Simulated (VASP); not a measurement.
A run of VASP 6.6.1 is set up as follows.

The input INCAR:

```
SYSTEM = Zn2GeO3
ALGO = Normal
EDIFF = 1E-7
ENCUT = 520
GGA = PE
ISIF = 2
ISMEAR = 0
LASPH = .TRUE.
LCHARG = .FALSE.
LREAL = .FALSE.
LWAVE = .FALSE.
NBANDS = 37
NELM = 100
PREC = Accurate
SIGMA = 0.1
```

File KPOINTS:

```
k-points
0
G
  6 6 6
  0 0 0
```

POSCAR

```
Zn2GeO3
1.0
    4.8762233400      0.0000000000      0.0000000000
   -2.4381116700      4.2229332900      0.0000000000
    0.0000000000      0.0000000000      3.4877042300
Zn Ge O
2 1 3
Direct
    0.3333333300      0.6666666700      0.0000000000
    0.6666666700      0.3333333300      0.0000000000
    0.0000000000      0.0000000000      0.0000000000
    0.5000000000      0.0000000000      0.5000000000
    0.0000000000      0.5000000000      0.5000000000
    0.5000000000      0.5000000000      0.5000000000
```

Potentials or basis: VASP PAW PBE potentials, release 64 (Zn, Ge_d, O).

Run with:

```sh
$ cat potpaw_PBE.64/Zn/POTCAR potpaw_PBE.64/Ge_d/POTCAR potpaw_PBE.64/O/POTCAR > POTCAR
$ mpirun -np 1 vasp_std > vasp.out
```

Task: Predict the band gap on the k mesh.

Result: Zero (bands 28 and 29 overlap by 0.43 eV).

Task: What does it give for the pressure?

Result: -0.2 GPa.

Stress tensor (GPa, compression positive):
```
 17.64   0.00   0.00
  0.00  17.64   0.00
  0.00   0.00 -35.93
```
